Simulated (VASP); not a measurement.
# CaTi (P4/mmm) in VASP: a series of runs

CaTi is run at these levels: PBE; tasks: single point, relaxation of cell and atoms.

All numbers are computed with VASP 6.6.1; they aren't measurements. Logs are shortened: lines on timing, memory, paths and dates and some standing lists are left out, and cuts for length are marked.

## (1) The cell of the first run

Symmetry: P4/mmm, No. 123, tetragonal system. The conventional cell has a = 3.244 Å, b = 3.244 Å, c = 4.252 Å, α = 90.00°, β = 90.00°, γ = 90.00°. Ca (site symmetry 4/mmm) has 8 Ti at 3.13 Å and 6 Ca at 3.24 to 4.25 Å within 4.3 Å. Within 4.3 Å of Ti (site symmetry 4/mmm) lie 8 Ca at 3.13 Å and 6 Ti at 3.24 to 4.25 Å.

## (2) Single point, PBE

File INCAR:

```
ALGO = Normal
EDIFF = 1E-6
ENCUT = 500
GGA = PE
GGA_COMPAT = False
ISIF = 2
ISMEAR = 0
LASPH = True
LCHARG = False
LREAL = False
LWAVE = False
NBANDS = 18
NELM = 120
PREC = Accurate
SIGMA = 0.1
```

File KPOINTS:

```
k-points
0
Gamma
  6 6 4
```

File POSCAR:

```
CaTi
1.0
    3.2438008607      0.0000000000      0.0000000000
    0.0000000000      3.2438008607      0.0000000000
    0.0000000000      0.0000000000      4.2516961281
Ca Ti
1 1
Direct
    0.5000000000      0.5000000000      0.5000000000
    0.0000000000      0.0000000000      0.0000000000
```

Potentials or basis: VASP PAW PBE potentials, release 64 (Ca_sv, Ti_sv).

On the command line:

```bash
cat potpaw_PBE.64/Ca_sv/POTCAR potpaw_PBE.64/Ti_sv/POTCAR > POTCAR
mpirun -np 1 vasp_std > vasp.out
```

OUTCAR:

```text
EDIFF = 1E-6
   ENCUT = 500
   GGA = PE
   ISIF = 2
   ISMEAR = 0
   LASPH = True
   LREAL = False
   NELM = 120
   PREC = Accurate

 ion  position               nearest neighbor table
   1  0.500  0.500  0.500-
   2  0.000  0.000  0.000-

  LATTYP: Found a simple tetragonal cell.
 ALAT       =     3.2438008607
 C/A-ratio  =     1.3107142857

  Lattice vectors:

 A1 = (   3.2438008607,   0.0000000000,   0.0000000000)
 A2 = (   0.0000000000,   3.2438008607,   0.0000000000)
 A3 = (   0.0000000000,   0.0000000000,   4.2516961281)

Analysis of symmetry for initial positions (statically):
=====================================================================
 Subroutine PRICEL returns:
 Original cell was already a primitive cell.

 Routine SETGRP: Setting up the symmetry group for a
 simple tetragonal supercell.

 Subroutine GETGRP returns: Found 16 space group operations
 (whereof 16 operations were pure point group operations)
 out of a pool of 16 trial point group operations.

The static configuration has the point symmetry D_4h.

Analysis of symmetry for dynamics (positions and initial velocities):
=====================================================================
 Subroutine PRICEL returns:
 Original cell was already a primitive cell.

 Routine SETGRP: Setting up the symmetry group for a
 simple tetragonal supercell.

 Subroutine GETGRP returns: Found 16 space group operations
 (whereof 16 operations were pure point group operations)
 out of a pool of 16 trial point group operations.

The dynamic configuration has the point symmetry D_4h.

 Subroutine INISYM returns: Found 16 space group operations
 (whereof 16 operations are pure point group operations),
 and found     1 'primitive' translations

----------------------------------------------------------------------------------------

                                     Primitive cell

  volume of cell :      44.7374

  direct lattice vectors                    reciprocal lattice vectors
     3.243800861  0.000000000  0.000000000     0.308280330  0.000000000  0.000000000
     0.000000000  3.243800861  0.000000000     0.000000000  0.308280330  0.000000000
     0.000000000  0.000000000  4.251696128     0.000000000  0.000000000  0.235200252

  length of vectors
     3.243800861  3.243800861  4.251696128     0.308280330  0.308280330  0.235200252

  position of ions in fractional coordinates (direct lattice)
     0.500000000  0.500000000  0.500000000
     0.000000000  0.000000000  0.000000000

  ion indices of the primitive-cell ions
   primitive index   ion index
                 1           1
                 2           2

----------------------------------------------------------------------------------------

 KPOINTS: k-points

Automatic generation of k-mesh.
 Grid dimensions read from file:
 generate k-points for:    6    6    4

 Generating k-lattice:

  Cartesian coordinates                     Fractional coordinates (reciprocal lattice)
     0.051380055  0.000000000  0.000000000     0.166666667  0.000000000  0.000000000
     0.000000000  0.051380055  0.000000000     0.000000000  0.166666667  0.000000000
     0.000000000  0.000000000  0.058800063     0.000000000  0.000000000  0.250000000

  Length of vectors
     0.051380055  0.051380055  0.058800063

  Shift w.r.t. Gamma in fractional coordinates (k-lattice)
     0.000000000  0.000000000  0.000000000

 Subroutine IBZKPT returns following result:
 ===========================================

 Found     30 irreducible k-points:

 Following reciprocal coordinates:
            Coordinates               Weight
  0.000000  0.000000  0.000000      1.000000
  0.166667  0.000000  0.000000      4.000000
  0.333333  0.000000  0.000000      4.000000
  0.500000  0.000000  0.000000      2.000000
  0.166667  0.166667  0.000000      4.000000
  0.333333  0.166667  0.000000      8.000000
[... 16 lines left out ...]
  0.333333  0.000000  0.500000      4.000000
  0.500000  0.000000  0.500000      2.000000
 [... further k-points ...]
   k-points           NKPTS =     30   k-points in BZ     NKDIM =     30   number of bands    NBANDS=     18
   number of dos      NEDOS =    301   number of ions     NIONS =      2
   total plane-waves  NPLWV =  18432
   dimension x,y,z NGX =    24 NGY =   24 NGZ =   32
   dimension x,y,z NGXF=    48 NGYF=   48 NGZF=   64
   ions per type =               1   1
   NGX,Y,Z   is equivalent  to a cutoff of  12.30, 12.30, 12.51 a.u.
   NGXF,Y,Z  is equivalent  to a cutoff of  24.60, 24.60, 25.02 a.u.
 SYSTEM =  unknown system
   PREC   = accura    normal or accurate (medium, high low for compatibility)
   ISTART =      0    job   : 0-new  1-cont  2-samecut
   ICHARG =      2    charge: 1-file 2-atom 10-const
   ISPIN  =      1    spin polarized calculation?
   LNONCOLLINEAR =      F non collinear calculations
   LSORBIT =      F    spin-orbit coupling
   LASPH  =      T    aspherical Exc in radial PAW
   ENCUT  =  500.0 eV  36.75 Ry    6.06 a.u.   5.91  5.91  7.75*2*pi/ulx,y,z
   NELM   =    120;   NELMIN=  2; NELMDL= -5     # of ELM steps
   EDIFF  = 0.1E-05   stopping-criterion for ELM
   LREAL  =      F    real-space projection
   EDIFFG = 0.1E-04   stopping-criterion for IOM
   NSW    =      0    number of steps for IOM
   IBRION =     -1    ionic relax: 0-MD 1-quasi-New 2-CG
   NFREE  =      0    steps in history (QN), initial steepest desc. (CG)
   ISIF   =      2    stress and relaxation
   ISYM   =      2    0-nonsym 1-usesym 2-fastsym
   POTIM  = 0.5000    time-step for ionic-motion
   TEBEG  =    0.0;   TEEND  =   0.0 temperature during run
   PSTRESS=    0.0 pullay stress
   NELECT =      22.0000    total number of electrons
   NUPDOWN=      -1.0000    fix difference up-down
   EMIN   =  10.00;   EMAX   =-10.00  energy-range for DOS
   EFERMI =   0.00;   METHOD = LEGACY
   ISMEAR =     0;   SIGMA  =   0.10  broadening in eV -4-tet -1-fermi 0-gaus
   EFERMI_NEDOS =   21; number of points for ismear=-14 and -15
   IALGO  =     38    algorithm
   IMIX   =      4    mixing-type and parameters
     AMIX     =   0.40;   BMIX     =  1.00
     AMIX_MAG =   1.60;   BMIX_MAG =  1.00
  volume/ion in A,a.u.               =      22.37       150.95
  Fermi-wavevector in a.u.,A,eV,Ry     =   1.292187  2.441880 22.718307  1.669748
  Thomas-Fermi vector in A             =   2.423911
   LORBIT       =      0    0 simple, 1 ext, 2 COOP (PROOUT), +10 PAW based schemes
   GGA     = PE    functional components
   LHFCALC =     F    Hartree Fock is set to
   AEXX    =    0.0000 exact exchange contribution
   IVDW    =     0    specifies the selected vdW correction
   LEPSILON=     F    determine dielectric tensor
   LRPA    =     F    only Hartree local field effects (RPA)
 non-spin polarized calculation
 Gauss-broadening in eV      SIGMA  =   0.10
  energy-cutoff  :      500.00
  volume of cell :       44.74
 maximum number of plane-waves:      1155
 NGX is ok and might be reduce to    24
   NGX = 11   NGY = 11   NGZ = 15

 number of electron      21.9999999 magnetization

 Free energy of the ion-electron system (eV)
  ---------------------------------------------------
  ext. energy  EPLUGINS =         0.00000000
  ---------------------------------------------------
  free energy    TOTEN  =        -8.15436215 eV

  energy without entropy =       -8.13697085  energy(sigma->0) =       -8.14566650

 E-fermi :   5.3239     XC(G=0): -10.1471

 val. band max:        5.3019931488   @ k =   0.5000   0.0000   0.0000
 cond. band min:       5.3443307049   @ k =   0.5000   0.1667   0.2500
 fundamental gap:      0.0423375561
 Fermi energy:         5.3239029579

 k-point     1 :       0.0000    0.0000    0.0000
  band No.  band energies     occupation
      1     -51.5677      2.00000
      2     -34.7294      2.00000
      3     -27.8956      2.00000
      4     -27.7275      2.00000
      5     -27.7275      2.00000
      6     -15.7803      2.00000
[... 10 lines left out ...]
     17       9.2415      0.00000
     18      11.4619      0.00000

 k-point     2 :       0.1667    0.0000    0.0000
  band No.  band energies     occupation
      1     -51.5650      2.00000
      2     -34.7168      2.00000
      3     -27.8919      2.00000
      4     -27.7578      2.00000
      5     -27.7247      2.00000
      6     -15.7685      2.00000
[... 10 lines left out ...]
     17       9.2321      0.00000
     18      10.9982      0.00000

 k-point     3 :       0.3333    0.0000    0.0000
  band No.  band energies     occupation
      1     -51.5598      2.00000
      2     -34.6915      2.00000
      3     -27.8845      2.00000
      4     -27.8181      2.00000
      5     -27.7193      2.00000
      6     -15.9969      2.00000
[... 10 lines left out ...]
     17       9.0549      0.00000
     18      10.0045      0.00000

 k-point     4 :       0.5000    0.0000    0.0000
  band No.  band energies     occupation
      1     -51.5571      2.00000
      2     -34.6787      2.00000
      3     -27.8807      2.00000
      4     -27.8480      2.00000
      5     -27.7166      2.00000
      6     -16.1187      2.00000
[... 10 lines left out ...]
     17       8.6456      0.00000
     18       9.6364      0.00000

 k-point     5 :       0.1667    0.1667    0.0000
  band No.  band energies     occupation
      1     -51.5624      2.00000
      2     -34.7042      2.00000
      3     -27.8883      2.00000
      4     -27.7552      2.00000
      5     -27.7551      2.00000
      6     -15.7558      2.00000
[... 10 lines left out ...]
     17       9.2809      0.00000
     18      10.1916      0.00000

 k-point     6 :       0.3333    0.1667    0.0000
  band No.  band energies     occupation
      1     -51.5572      2.00000
      2     -34.6787      2.00000
      3     -27.8812      2.00000
      4     -27.8155      2.00000
      5     -27.7498      2.00000
      6     -15.9778      2.00000
[... 10 lines left out ...]
     17       9.2099      0.00000
     18       9.7242      0.00000

 k-point     7 :       0.5000    0.1667    0.0000
  band No.  band energies     occupation
      1     -51.5545      2.00000
      2     -34.6659      2.00000
      3     -27.8776      2.00000
      4     -27.8455      2.00000
      5     -27.7471      2.00000
      6     -16.0967      2.00000
[... 10 lines left out ...]
     17       8.5995      0.00000
     18       9.6285      0.00000

 k-point     8 :       0.3333    0.3333    0.0000
  band No.  band energies     occupation
      1     -51.5520      2.00000
      2     -34.6530      2.00000
      3     -27.8745      2.00000
      4     -27.8104      2.00000
      5     -27.8103      2.00000
      6     -15.9478      2.00000
[... 10 lines left out ...]
     17       9.4860      0.00000
     18      10.1169      0.00000
[... 229 lines left out ...]
     17      10.3370      0.00000
     18      11.1523      0.00000

 k-point    20 :       0.5000    0.5000    0.2500
  band No.  band energies     occupation
      1     -51.5467      2.00000
      2     -34.6263      2.00000
      3     -27.8710      2.00000
      4     -27.8372      2.00000
      5     -27.8372      2.00000
      6     -16.0331      2.00000
[... 10 lines left out ...]
     17      10.8360      0.00000
     18      11.8939      0.00000

 k-point    21 :       0.0000    0.0000    0.5000
  band No.  band energies     occupation
      1     -51.5674      2.00000
      2     -34.7302      2.00000
      3     -27.8946      2.00000
      4     -27.7267      2.00000
      5     -27.7267      2.00000
      6     -15.8455      2.00000
[... 10 lines left out ...]
     17       9.6106      0.00000
     18       9.9706      0.00000

 k-point    22 :       0.1667    0.0000    0.5000
  band No.  band energies     occupation
      1     -51.5647      2.00000
      2     -34.7167      2.00000
      3     -27.8931      2.00000
      4     -27.7584      2.00000
      5     -27.7241      2.00000
      6     -15.8242      2.00000
[... 10 lines left out ...]
     17       9.7397      0.00000
     18      10.0026      0.00000

 k-point    23 :       0.3333    0.0000    0.5000
  band No.  band energies     occupation
      1     -51.5595      2.00000
      2     -34.6894      2.00000
      3     -27.8902      2.00000
      4     -27.8213      2.00000
      5     -27.7188      2.00000
      6     -15.9814      2.00000
[... 10 lines left out ...]
     17       9.0479      0.00000
     18      10.8978      0.00000

 k-point    24 :       0.5000    0.0000    0.5000
  band No.  band energies     occupation
      1     -51.5569      2.00000
      2     -34.6757      2.00000
      3     -27.8888      2.00000
      4     -27.8525      2.00000
      5     -27.7162      2.00000
      6     -16.0979      2.00000
[... 10 lines left out ...]
     17       8.6086      0.00000
     18      10.7572      0.00000

 [... further k-points ...]

------------------------ aborting loop because EDIFF is reached ----------------------------------------

  FORCE on cell =-STRESS in cart. coord.  units (eV):
  Direction    XX          YY          ZZ          XY          YZ          ZX
  --------------------------------------------------------------------------------------
  -------------------------------------------------------------------------------------
  Total        1.5948991      1.5948991      2.8188740      0.0000000     -0.0000000      0.0000000
  in kB       57.1180298     57.1180298    100.9521690      0.0000000     -0.0000000      0.0000000
  external PRESSURE =      71.7294095 kB  Pullay stress =       0.0000000 kB

 VOLUME and BASIS-vectors are now :
 -----------------------------------------------------------------------------
  energy-cutoff  :      500.00
  volume of cell :       44.74
      direct lattice vectors                 reciprocal lattice vectors
     3.243800861  0.000000000  0.000000000     0.308280330  0.000000000  0.000000000
     0.000000000  3.243800861  0.000000000     0.000000000  0.308280330  0.000000000
     0.000000000  0.000000000  4.251696128     0.000000000  0.000000000  0.235200252

 POSITION                                       TOTAL-FORCE (eV/Angst)
 -----------------------------------------------------------------------------------
      1.62190      1.62190      2.12585         0.000000      0.000000      0.000000
      0.00000      0.00000      0.00000         0.000000      0.000000      0.000000
 -----------------------------------------------------------------------------------
    total drift:                                0.000000      0.000000     -0.000000

  FREE ENERGIE OF THE ION-ELECTRON SYSTEM (eV)
  ---------------------------------------------------
  free  energy   TOTEN  =        -8.1543621515 eV

  energy  without entropy=       -8.1369708487  energy(sigma->0) =       -8.14566650
```

Run time: 12 s. Hardware: 1 thread of Intel Xeon Platinum 8375C at 2.90GHz (Ice Lake), shared host; peak memory 0.15 GiB.

What came out:

```yaml
Free_energy: -8.1544 eV
Pressure: 7.2 GPa
Band_gap_on_the_k_mesh: zero (bands 11 and 12 overlap by 1.27 eV)
```

Stress tensor (GPa, compression positive):
```
 5.71  0.00  0.00
 0.00  5.71  0.00
 0.00  0.00 10.10
```

Caveat: the k points lie up to 0.37 Å⁻¹ apart, too coarse for converged energies and pressures of a metal.

(Continued in part 2 of 2.)
